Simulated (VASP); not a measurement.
# Al (Im-3m) in VASP: notebook

The runs below take Al through single point, with LDA.

All numbers are computed with VASP 6.6.1; they aren't measurements. Logs are shortened: lines on timing, memory, paths and dates and some standing lists are left out, and cuts for length are marked.

### 1 The cell of the first run

Symmetry: Im-3m, No. 229, cubic system. The conventional cell has a = 3.189 Å, b = 3.189 Å, c = 3.189 Å, α = 90.00°, β = 90.00°, γ = 90.00°. Within 3.6 Å of Al (site symmetry m-3m) lie 14 Al at 2.76 to 3.19 Å.

### 2 Single point, LDA

INCAR reads:

```
ALGO = Normal
EDIFF = 1E-6
ENCUT = 520
ISIF = 2
ISMEAR = -1
LASPH = True
LCHARG = False
LREAL = False
LWAVE = False
NBANDS = 8
NELM = 60
PREC = Accurate
SIGMA = 0.08
```

KPOINTS reads:

```
k-points
0
Gamma
  19 19 19
```

POSCAR reads:

```
Al
1.0
   -1.5943717701      1.5943717701      1.5943717701
    1.5943717701     -1.5943717701      1.5943717701
    1.5943717701      1.5943717701     -1.5943717701
Al
1
Direct
    0.0000000000      0.0000000000      0.0000000000
```

Potentials or basis: VASP PAW LDA potentials, release 64 (Al).

Started as:

```sh
cat potpaw_LDA.64/Al/POTCAR > POTCAR
mpirun -np 1 vasp_std > vasp.out
```

OUTCAR:

```text
EDIFF = 1E-6
   ENCUT = 520
   ISIF = 2
   ISMEAR = -1
   LASPH = True
   LREAL = False
   NELM = 60
   PREC = Accurate

 ion  position               nearest neighbor table
   1  0.000  0.000  0.000-

  LATTYP: Found a body centered cubic cell.
 ALAT       =     3.1887435402

  Lattice vectors:

 A1 = (  -1.5943717701,   1.5943717701,   1.5943717701)
 A2 = (   1.5943717701,  -1.5943717701,   1.5943717701)
 A3 = (   1.5943717701,   1.5943717701,  -1.5943717701)

Analysis of symmetry for initial positions (statically):
=====================================================================
 Subroutine PRICEL returns:
 Original cell was already a primitive cell.

 Routine SETGRP: Setting up the symmetry group for a
 body centered cubic supercell.

 Subroutine GETGRP returns: Found 48 space group operations
 (whereof 48 operations were pure point group operations)
 out of a pool of 48 trial point group operations.

The static configuration has the point symmetry O_h .

Analysis of symmetry for dynamics (positions and initial velocities):
=====================================================================
 Subroutine PRICEL returns:
 Original cell was already a primitive cell.

 Routine SETGRP: Setting up the symmetry group for a
 body centered cubic supercell.

 Subroutine GETGRP returns: Found 48 space group operations
 (whereof 48 operations were pure point group operations)
 out of a pool of 48 trial point group operations.

The dynamic configuration has the point symmetry O_h .

 Subroutine INISYM returns: Found 48 space group operations
 (whereof 48 operations are pure point group operations),
 and found     1 'primitive' translations

----------------------------------------------------------------------------------------

                                     Primitive cell

  volume of cell :      16.2117

  direct lattice vectors                    reciprocal lattice vectors
    -1.594371770  1.594371770  1.594371770     0.000000000  0.313603144  0.313603144
     1.594371770 -1.594371770  1.594371770     0.313603144  0.000000000  0.313603144
     1.594371770  1.594371770 -1.594371770     0.313603144  0.313603144  0.000000000

  length of vectors
     2.761532912  2.761532912  2.761532912     0.443501820  0.443501820  0.443501820

  position of ions in fractional coordinates (direct lattice)
     0.000000000  0.000000000  0.000000000

  ion indices of the primitive-cell ions
   primitive index   ion index
                 1           1

----------------------------------------------------------------------------------------

 KPOINTS: k-points

Automatic generation of k-mesh.
 Grid dimensions read from file:
 generate k-points for:   19   19   19

 Generating k-lattice:

  Cartesian coordinates                     Fractional coordinates (reciprocal lattice)
     0.000000000  0.016505429  0.016505429     0.052631579  0.000000000  0.000000000
     0.016505429  0.000000000  0.016505429     0.000000000  0.052631579  0.000000000
     0.016505429  0.016505429  0.000000000     0.000000000  0.000000000  0.052631579

  Length of vectors
     0.023342201  0.023342201  0.023342201

  Shift w.r.t. Gamma in fractional coordinates (k-lattice)
     0.000000000  0.000000000  0.000000000

 Subroutine IBZKPT returns following result:
 ===========================================

 Found    220 irreducible k-points:

 Following reciprocal coordinates:
            Coordinates               Weight
  0.000000  0.000000  0.000000      1.000000
  0.052632  0.000000  0.000000     12.000000
  0.105263  0.000000  0.000000     12.000000
  0.157895  0.000000  0.000000     12.000000
  0.210526  0.000000  0.000000     12.000000
  0.263158  0.000000  0.000000     12.000000
[... 16 lines left out ...]
  0.263158  0.105263  0.000000     48.000000
  0.315789  0.105263 -0.000000     48.000000
 [... further k-points ...]
   k-points           NKPTS =    220   k-points in BZ     NKDIM =    220   number of bands    NBANDS=      8
   number of dos      NEDOS =    301   number of ions     NIONS =      1
   total plane-waves  NPLWV =  13824
   dimension x,y,z NGX =    24 NGY =   24 NGZ =   24
   dimension x,y,z NGXF=    48 NGYF=   48 NGZF=   48
   ions per type =               1
   NGX,Y,Z   is equivalent  to a cutoff of  14.45, 14.45, 14.45 a.u.
   NGXF,Y,Z  is equivalent  to a cutoff of  28.90, 28.90, 28.90 a.u.
 SYSTEM =  unknown system
   PREC   = accura    normal or accurate (medium, high low for compatibility)
   ISTART =      0    job   : 0-new  1-cont  2-samecut
   ICHARG =      2    charge: 1-file 2-atom 10-const
   ISPIN  =      1    spin polarized calculation?
   LNONCOLLINEAR =      F non collinear calculations
   LSORBIT =      F    spin-orbit coupling
   LASPH  =      T    aspherical Exc in radial PAW
   ENCUT  =  520.0 eV  38.22 Ry    6.18 a.u.   5.13  5.13  5.13*2*pi/ulx,y,z
   NELM   =     60;   NELMIN=  2; NELMDL= -5     # of ELM steps
   EDIFF  = 0.1E-05   stopping-criterion for ELM
   LREAL  =      F    real-space projection
   EDIFFG = 0.1E-04   stopping-criterion for IOM
   NSW    =      0    number of steps for IOM
   IBRION =     -1    ionic relax: 0-MD 1-quasi-New 2-CG
   NFREE  =      0    steps in history (QN), initial steepest desc. (CG)
   ISIF   =      2    stress and relaxation
   ISYM   =      2    0-nonsym 1-usesym 2-fastsym
   POTIM  = 0.5000    time-step for ionic-motion
   TEBEG  =    0.0;   TEEND  =   0.0 temperature during run
   PSTRESS=    0.0 pullay stress
   NELECT =       3.0000    total number of electrons
   NUPDOWN=      -1.0000    fix difference up-down
   EMIN   =  10.00;   EMAX   =-10.00  energy-range for DOS
   EFERMI =   0.00;   METHOD = LEGACY
   ISMEAR =    -1;   SIGMA  =   0.08  broadening in eV -4-tet -1-fermi 0-gaus
   EFERMI_NEDOS =   21; number of points for ismear=-14 and -15
   IALGO  =     38    algorithm
   IMIX   =      4    mixing-type and parameters
     AMIX     =   0.40;   BMIX     =  1.00
     AMIX_MAG =   1.60;   BMIX_MAG =  1.00
  volume/ion in A,a.u.               =      16.21       109.40
  Fermi-wavevector in a.u.,A,eV,Ry     =   0.932908  1.762941 11.841396  0.870318
  Thomas-Fermi vector in A             =   2.059555
   LORBIT       =      0    0 simple, 1 ext, 2 COOP (PROOUT), +10 PAW based schemes
   GGA     = CA    functional components
   LHFCALC =     F    Hartree Fock is set to
   AEXX    =    0.0000 exact exchange contribution
   IVDW    =     0    specifies the selected vdW correction
   LEPSILON=     F    determine dielectric tensor
   LRPA    =     F    only Hartree local field effects (RPA)
 non-spin polarized calculation
  energy-cutoff  :      520.00
  volume of cell :       16.21
 maximum number of plane-waves:       450
 NGX is ok and might be reduce to    24
   NGX = 11   NGY = 11   NGZ = 11

 number of electron       3.0000000 magnetization

 Free energy of the ion-electron system (eV)
  ---------------------------------------------------
  ext. energy  EPLUGINS =         0.00000000
  ---------------------------------------------------
  free energy    TOTEN  =        -4.09642117 eV

  energy without entropy =       -4.08764873  energy(sigma->0) =       -4.09203495

 E-fermi :   7.9913     XC(G=0): -10.4126

 val. band max:        7.9695197842   @ k =  -0.3684  -0.4211   0.1053
 cond. band min:       7.9965455054   @ k =   0.2632   0.1579   0.1053
 fundamental gap:      0.0270257212
 Fermi energy:         7.9913161327

 k-point     1 :       0.0000    0.0000    0.0000
  band No.  band energies     occupation
      1      -3.2415      2.00000
      2      21.2762      0.00000
      3      21.2762      0.00000
      4      21.2762      0.00000
      5      22.6613      0.00000
      6      22.6613      0.00000
      7      22.6613      0.00000
      8      24.3970      0.00000

 k-point     2 :       0.0526    0.0000    0.0000
  band No.  band energies     occupation
      1      -3.1610      2.00000
      2      20.2056      0.00000
      3      20.6199      0.00000
      4      20.9487      0.00000
      5      22.3415      0.00000
      6      23.1377      0.00000
      7      23.4508      0.00000
      8      23.6714      0.00000

 k-point     3 :       0.1053    0.0000    0.0000
  band No.  band energies     occupation
      1      -2.9198      2.00000
      2      18.2244      0.00000
      3      19.6713      0.00000
      4      20.2007      0.00000
      5      21.6199      0.00000
      6      22.7540      0.00000
      7      23.8191      0.00000
      8      24.5382      0.00000

 k-point     4 :       0.1579    0.0000    0.0000
  band No.  band energies     occupation
      1      -2.5188      2.00000
      2      16.0461      0.00000
      3      18.8013      0.00000
      4      19.3430      0.00000
      5      20.8109      0.00000
      6      22.0184      0.00000
      7      24.4626      0.00000
      8      24.8226      0.00000

 k-point     5 :       0.2105    0.0000    0.0000
  band No.  band energies     occupation
      1      -1.9593      2.00000
      2      13.8772      0.00000
      3      18.0480      0.00000
      4      18.5252      0.00000
      5      20.0528      0.00000
      6      21.3586      0.00000
      7      25.1732      0.00000
      8      25.2428      0.00000
[... 177 lines left out ...]
 k-point    22 :       0.2105    0.1053    0.0000
  band No.  band energies     occupation
      1      -1.0053      2.00000
      2      11.9903      0.00000
      3      14.7069      0.00000
      4      17.3649      0.00000
      5      20.7255      0.00000
      6      22.4802      0.00000
      7      24.4582      0.00000
      8      27.3861      0.00000

 k-point    23 :       0.2632    0.1053    0.0000
  band No.  band energies     occupation
      1      -0.1366      2.00000
      2      10.0191      0.00000
      3      14.1348      0.00000
      4      16.8320      0.00000
      5      20.1950      0.00000
      6      22.4148      0.00000
      7      24.8247      0.00000
      8      28.4687      0.00000

 k-point    24 :       0.3158    0.1053   -0.0000
  band No.  band energies     occupation
      1       0.8829      2.00000
      2       8.1657      0.20322
      3      13.7037      0.00000
      4      16.4273      0.00000
      5      19.7863      0.00000
      6      22.2262      0.00000
      7      25.5236      0.00000
      8      29.2754      0.00000

 [... further k-points ...]
[... 5 lines left out ...]
  --------------------------------------------------------------------------------------
  -------------------------------------------------------------------------------------
  Total        0.0104167      0.0104167      0.0104167     -0.0000000      0.0000000     -0.0000000
  in kB        1.0294680      1.0294680      1.0294680     -0.0000000      0.0000000     -0.0000000
  external PRESSURE =       1.0294680 kB  Pullay stress =       0.0000000 kB

 VOLUME and BASIS-vectors are now :
 -----------------------------------------------------------------------------
  energy-cutoff  :      520.00
  volume of cell :       16.21
      direct lattice vectors                 reciprocal lattice vectors
    -1.594371770  1.594371770  1.594371770     0.000000000  0.313603144  0.313603144
     1.594371770 -1.594371770  1.594371770     0.313603144  0.000000000  0.313603144
     1.594371770  1.594371770 -1.594371770     0.313603144  0.313603144  0.000000000

 POSITION                                       TOTAL-FORCE (eV/Angst)
 -----------------------------------------------------------------------------------
      0.00000      0.00000      0.00000         0.000000      0.000000     -0.000000
 -----------------------------------------------------------------------------------
    total drift:                                0.000000      0.000000      0.000000

  FREE ENERGIE OF THE ION-ELECTRON SYSTEM (eV)
  ---------------------------------------------------
  free  energy   TOTEN  =        -4.0964211734 eV

  energy  without entropy=       -4.0876487295  energy(sigma->0) =       -4.09203495
```

Wall time 13 s (1 thread of AMD EPYC 9R45 (Zen 5), shared host); peak memory 0.11 GiB.

What came out:

- Free energy: -4.0964 eV
- Pressure: 0.1 GPa

(Part 1 of 2 ends here.)
